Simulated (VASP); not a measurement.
# Be3Br2 (R-3c) in VASP: a series of runs, part 2 of 2

VASP 6.6.1. Earlier steps stand in the parts before.

## (3) Single point, PBE

This run uses another cell than the first one, of 22.97 Å³/atom.

INCAR reads:

```
SYSTEM = Be3Br2
ALGO = Normal ; EDIFF = 1E-7
ENCUT = 520 ; GGA = PE
ISIF = 2 ; ISMEAR = 0
LASPH = .True. ; LCHARG = .False.
LREAL = .False. ; LWAVE = .False.
NBANDS = 31 ; NELM = 60
PREC = Accurate ; SIGMA = 0.1
```

KPOINTS reads:

```
k-points
0
Gamma
  6 6 6
  0 0 0
```

POSCAR reads:

```
Be3Br2
1.0
    2.7217337687      1.5713937239      8.9510939094
   -2.7217337687      1.5713937239      8.9510939094
    0.0000000000     -3.1427874480      8.9510939094
Be Br
6 4
Direct
   -0.0318539328      0.5318539328      0.7500000000
    0.7500000000     -0.0318539328      0.5318539328
    0.5318539328      0.7500000000     -0.0318539328
    1.0318539328      0.4681460672      0.2500000000
    0.2500000000      1.0318539328      0.4681460672
    0.4681460672      0.2500000000      1.0318539328
    0.9348957346      0.9348957346      0.9348957346
    0.5651042654      0.5651042654      0.5651042654
    0.0651042654      0.0651042654      0.0651042654
    0.4348957346      0.4348957346      0.4348957346
```

Potentials or basis: VASP PAW PBE potentials, release 64 (Be, Br).

Command:

```
> cat potpaw_PBE.64/Be/POTCAR potpaw_PBE.64/Br/POTCAR > POTCAR
> mpirun -np 1 vasp_std > vasp.out
```

OUTCAR:

```text
SYSTEM = Be3Br2
   EDIFF = 1E-7
   ENCUT = 520
   GGA = PE
   ISIF = 2
   ISMEAR = 0
   LASPH = .True.
   LREAL = .False.
   NELM = 60
   PREC = Accurate

 ion  position               nearest neighbor table
   1  0.968  0.532  0.750-   2 2.06   3 2.06   9 2.25  10 2.25
   2  0.750  0.968  0.532-   3 2.06   1 2.06   9 2.25  10 2.25
   3  0.532  0.750  0.968-   2 2.06   1 2.06  10 2.25   9 2.25
   4  0.032  0.468  0.250-   5 2.06   6 2.06   7 2.25   8 2.25
   5  0.250  0.032  0.468-   6 2.06   4 2.06   7 2.25   8 2.25
   6  0.468  0.250  0.032-   5 2.06   4 2.06   8 2.25   7 2.25
   7  0.935  0.935  0.935-   5 2.25   4 2.25   6 2.25
   8  0.565  0.565  0.565-   6 2.25   4 2.25   5 2.25
   9  0.065  0.065  0.065-   2 2.25   1 2.25   3 2.25
  10  0.435  0.435  0.435-   3 2.25   1 2.25   2 2.25

  LATTYP: Found a trigonal (rhomboedric) cell.
 ALAT       =     9.4867905594
 COS(alpha) =     0.8353799787

  Lattice vectors:

 A1 = (   2.7217337687,   1.5713937239,   8.9510939094)
[... 204 lines left out ...]
  band No.  band energies     occupation
      1     -15.7172      2.00000
      2     -15.5888      2.00000
      3     -14.6653      2.00000
      4     -14.5164      2.00000
      5      -5.0984      2.00000
      6      -5.0984      2.00000
[... 805 lines left out ...]
     30       6.4109      0.00000
     31       6.8298      0.00000

 [... further k-points ...]

------------------------ aborting loop because EDIFF is reached ----------------------------------------

  FORCE on cell =-STRESS in cart. coord.  units (eV):
  Direction    XX          YY          ZZ          XY          YZ          ZX
  --------------------------------------------------------------------------------------
  -------------------------------------------------------------------------------------
  Total        0.0706701      0.0706701      0.4039626      0.0000000     -0.0000000      0.0000000
  in kB        0.4929332      0.4929332      2.8176932      0.0000000     -0.0000000      0.0000000
  external PRESSURE =       1.2678532 kB  Pullay stress =       0.0000000 kB

 VOLUME and BASIS-vectors are now :
 -----------------------------------------------------------------------------
  energy-cutoff  :      520.00
  volume of cell :      229.70
      direct lattice vectors                 reciprocal lattice vectors
     2.721733769  1.571393724  8.951093909     0.183706432  0.106062958  0.037239396
    -2.721733769  1.571393724  8.951093909    -0.183706432  0.106062958  0.037239396
     0.000000000 -3.142787448  8.951093909     0.000000000 -0.212125916  0.037239396

 POSITION                                       TOTAL-FORCE (eV/Angst)
 -----------------------------------------------------------------------------------
      1.18747     -0.00000     20.13996         0.002085      0.000000      0.000000
     -0.59374      1.02838     20.13996        -0.001043      0.001806      0.000000
     -0.59374     -1.02838     20.13996        -0.001043     -0.001806      0.000000
     -1.18747     -0.00000      6.71332        -0.002085      0.000000      0.000000
      0.59374     -1.02838      6.71332         0.001043     -0.001806      0.000000
      0.59374      1.02838      6.71332         0.001043      0.001806      0.000000
      0.00000     -0.00000     25.10502         0.000000      0.000000     -0.001511
      0.00000     -0.00000     15.17490         0.000000     -0.000000      0.001511
      0.00000     -0.00000      1.74826         0.000000     -0.000000      0.001511
      0.00000     -0.00000     11.67838         0.000000      0.000000     -0.001511
 -----------------------------------------------------------------------------------
    total drift:                               -0.000000      0.000000      0.000000

  FREE ENERGIE OF THE ION-ELECTRON SYSTEM (eV)
  ---------------------------------------------------
  free  energy   TOTEN  =       -24.6079448577 eV

  energy  without entropy=      -24.5914786086  energy(sigma->0) =      -24.59971173
```

OSZICAR:

```text
N       E                     dE             d eps       ncg     rms          rms(c)
DAV:   1     0.202819547222E+03    0.20282E+03   -0.15456E+04  1984   0.105E+03
DAV:   2    -0.416702228677E+01   -0.20699E+03   -0.19893E+03  2553   0.185E+02
DAV:   3    -0.264356752363E+02   -0.22269E+02   -0.22058E+02  2648   0.665E+01
DAV:   4    -0.268566540293E+02   -0.42098E+00   -0.42000E+00  2409   0.998E+00
DAV:   5    -0.268633717026E+02   -0.67177E-02   -0.67162E-02  2578   0.126E+00    0.108E+01
DAV:   6    -0.249560546306E+02    0.19073E+01   -0.23067E+00  2327   0.647E+00    0.664E+00
DAV:   7    -0.246129072012E+02    0.34315E+00   -0.21514E+00  2486   0.527E+00    0.291E+00
DAV:   8    -0.246099327754E+02    0.29744E-02   -0.19595E-01  2316   0.195E+00    0.402E-01
DAV:   9    -0.246076257730E+02    0.23070E-02   -0.11200E-02  2485   0.409E-01    0.166E-01
DAV:  10    -0.246078694585E+02   -0.24369E-03   -0.11537E-03  2509   0.122E-01    0.677E-02
DAV:  11    -0.246079334349E+02   -0.63976E-04   -0.19219E-04  2427   0.571E-02    0.421E-02
DAV:  12    -0.246079368628E+02   -0.34279E-05   -0.14820E-05  2564   0.125E-02    0.220E-02
DAV:  13    -0.246079446867E+02   -0.78239E-05   -0.12501E-05  2376   0.135E-02    0.357E-03
DAV:  14    -0.246079448593E+02   -0.17252E-06   -0.28080E-07  2011   0.198E-03    0.271E-03
DAV:  15    -0.246079448577E+02    0.15743E-08   -0.98315E-08  1857   0.113E-03
   1 F= -.24607945E+02 E0= -.24599712E+02  d E =-.164662E-01
```

Wall time 19 min (1 thread of Intel Xeon 8259CL, shared host); peak memory 0.77 GiB.

Results:

```
Free energy            : -24.6079 eV
Pressure               : 0.1 GPa
Band gap on the k mesh : zero (bands 20 and 21 overlap by 0.65 eV)
```

Forces on the atoms (eV/Å):
```
Be   0.002  0.000  0.000
Be  -0.001  0.002  0.000
Be  -0.001 -0.002  0.000
Be  -0.002  0.000  0.000
Be   0.001 -0.002  0.000
Be   0.001  0.002  0.000
Br   0.000  0.000 -0.002
Br   0.000  0.000  0.002
Br   0.000  0.000  0.002
Br   0.000  0.000 -0.002
```

## (4) Relaxation of cell and atoms, PBE

This run uses another cell than the first one, of 22.97 Å³/atom.

INCAR reads:

```
SYSTEM = Be3Br2
PREC = Accurate
ENCUT = 600
EDIFF = 1E-7
ISMEAR = 0
SIGMA = 0.1
LREAL = .False.
LASPH = .True.
NELM = 120
ALGO = Normal
ISIF = 3
LWAVE = .False.
LCHARG = .False.
GGA = PE
IBRION = 2
NSW = 100
EDIFFG = -0.01
GGA_COMPAT = .False.
NELMIN = 4
KPAR = 4
```

KPOINTS reads:

```
regular mesh
0
Gamma
  12 12 12
  0 0 0
```

POSCAR reads:

```
Be3Br2
1.0
    2.7217337687      1.5713937240      8.9510939094
   -2.7217337687      1.5713937240      8.9510939094
    0.0000000000     -3.1427874480      8.9510939094
Be Br
6 4
Direct
    0.4681460672      0.0318539328      0.2500000000
    0.2500000000      0.4681460672      0.0318539328
    0.0318539328      0.2500000000      0.4681460672
    0.5318539328      0.9681460672      0.7500000000
    0.7500000000      0.5318539328      0.9681460672
    0.9681460672      0.7500000000      0.5318539328
    0.4348957346      0.4348957346      0.4348957346
    0.0651042654      0.0651042654      0.0651042654
    0.5651042654      0.5651042654      0.5651042654
    0.9348957346      0.9348957346      0.9348957346
```

Potentials or basis: VASP PAW PBE potentials, release 64 (Be, Br).

Command:

```
> cat potpaw_PBE.64/Be/POTCAR potpaw_PBE.64/Br/POTCAR > POTCAR
> mpirun -np 4 vasp_std > vasp.out
```

OUTCAR:

```text
SYSTEM = Be3Br2
   PREC = Accurate
   ENCUT = 600
   EDIFF = 1E-7
   ISMEAR = 0
   LREAL = .False.
   LASPH = .True.
   NELM = 120
   ISIF = 3
   GGA = PE
   IBRION = 2
   NSW = 100
   EDIFFG = -0.01
   NELMIN = 4

 ion  position               nearest neighbor table
   1  0.468  0.032  0.250-   2 2.06   3 2.06   9 2.25  10 2.25
   2  0.250  0.468  0.032-   3 2.06   1 2.06   9 2.25  10 2.25
   3  0.032  0.250  0.468-   2 2.06   1 2.06  10 2.25   9 2.25
   4  0.532  0.968  0.750-   5 2.06   6 2.06   7 2.25   8 2.25
   5  0.750  0.532  0.968-   6 2.06   4 2.06   7 2.25   8 2.25
   6  0.968  0.750  0.532-   5 2.06   4 2.06   8 2.25   7 2.25
   7  0.435  0.435  0.435-   5 2.25   4 2.25   6 2.25
   8  0.065  0.065  0.065-   6 2.25   4 2.25   5 2.25
   9  0.565  0.565  0.565-   2 2.25   1 2.25   3 2.25
  10  0.935  0.935  0.935-   3 2.25   1 2.25   2 2.25

  LATTYP: Found a trigonal (rhomboedric) cell.
 ALAT       =     9.4867905594
 COS(alpha) =     0.8353799787
[... 430 lines left out ...]

  energy without entropy =      -24.60074842  energy(sigma->0) =      -24.60763424

 E-fermi :   2.9032     XC(G=0):  -7.6751

 val. band max:        2.9030351602   @ k =  -0.2500   0.0833   0.0833
 cond. band min:       2.9044070273   @ k =   0.3333   0.0000  -0.0000
 fundamental gap:      0.0013718670
 Fermi energy:         2.9032425519

 k-point     1 :       0.0000    0.0000    0.0000
  band No.  band energies     occupation
      1     -15.8957      2.00000
      2     -15.7936      2.00000
      3     -14.8791      2.00000
      4     -14.7579      2.00000
      5      -5.2390      2.00000
      6      -5.2390      2.00000
[... 685 lines left out ...]
     25       4.9681      0.00000
     26       5.1437      0.00000

 [... further k-points ...]

------------------------ aborting loop because EDIFF is reached ----------------------------------------

  FORCE on cell =-STRESS in cart. coord.  units (eV):
  Direction    XX          YY          ZZ          XY          YZ          ZX
  --------------------------------------------------------------------------------------
  -------------------------------------------------------------------------------------
  Total       -0.0114590     -0.0114590     -0.0225784      0.0000000      0.0000000      0.0000000
  in kB       -0.0773703     -0.0773703     -0.1524471      0.0000000      0.0000000      0.0000000
  external PRESSURE =      -0.1023959 kB  Pullay stress =       0.0000000 kB
[... 25 lines left out ...]
  FREE ENERGIE OF THE ION-ELECTRON SYSTEM (eV)
  ---------------------------------------------------
  free  energy   TOTEN  =       -24.6145200648 eV

  energy  without entropy=      -24.6007484232  energy(sigma->0) =      -24.60763424

 reached required accuracy - stopping structural energy minimisation
```

Run time: 1.9 h. Hardware: 4 MPI ranks of Intel Xeon 6975P-C (Granite Rapids), shared host; peak memory 1.9 GiB.

Results:

| Item | Value |
| --- | --- |
| Free energy | -24.6145 eV |
| Relaxed volume | 23.73 Å³/atom |
| Relaxed cell | a = 9.827 Å, b = 9.827 Å, c = 9.827 Å, α = 32.04°, β = 32.04°, γ = 32.04° |
| Space group after relaxing (to 0.1 Å) | R-3c (No. 167) |
| Energy gained by relaxing | 0.7 meV/atom |
| Ionic steps | 11 |
| Pressure after relaxing | 0.0 GPa |
| Band gap on the k mesh | zero (bands 20 and 21 overlap by 0.58 eV) |

Step by step:
```
step  energy change (eV)  largest force (eV/Å)  pressure (GPa)  volume (Å³)
   1              0.0000                0.0014            0.10       229.70
   2             -0.0007                0.0018            0.08       230.16
   3             -0.0024                0.0108            0.01       231.56
   4             -0.0040                0.0262           -0.11       234.35
   5             -0.0047                0.0327           -0.01       234.37
   6             -0.0048                0.0369            0.05       234.38
   7             -0.0053                0.0335            0.04       234.67
   8             -0.0063                0.0226            0.03       235.55
   9             -0.0071                0.0229           -0.01       237.28
  10             -0.0069                0.0365            0.00       237.31
  11             -0.0071                0.0014           -0.01       237.29
```

Final structure:
```xyz
10
Lattice="2.7119 1.5657 9.3143 -2.7119 1.5657 9.3143 0.0000 -3.1314 9.3143" Properties=species:S:1:pos:R:3 pbc="T T T"
Be    1.1854    0.0000    6.9857
Be   -0.5927    1.0266    6.9857
Be   -0.5927   -1.0266    6.9857
Be   -1.1854    0.0000   20.9572
Be    0.5927   -1.0266   20.9572
Be    0.5927    1.0266   20.9572
Br    0.0000    0.0000   12.1808
Br    0.0000    0.0000    1.7907
Br    0.0000    0.0000   15.7621
Br    0.0000    0.0000   26.1523
```

## (5) The runs side by side

```tsv
task	cell	k mesh	cutoff (eV)	gap on the mesh (eV)	pressure (GPa)
single point	a = 6.426 Å, angles 55.3°, 10 atoms, atomic positions A	6 × 6 × 6	520	none	7.0
single point	a = 9.487 Å, angles 33.3°, 10 atoms, atomic positions B	6 × 6 × 6	520	none	0.1
relaxation of cell and atoms	relaxed from a = 9.487 Å, angles 33.3°, 10 atoms, atomic positions B	12 × 12 × 12	600	none	0.0
```

Alike in all rows: level PBE; potentials or basis VASP PAW PBE potentials, release 64 (Be, Br); no spin polarisation; smearing gaussian 0.1 eV.

Caveats: the cell stands under pressure (at least some runs).

Total energies depend on the potentials used, so only differences within one code and one set of settings carry meaning.
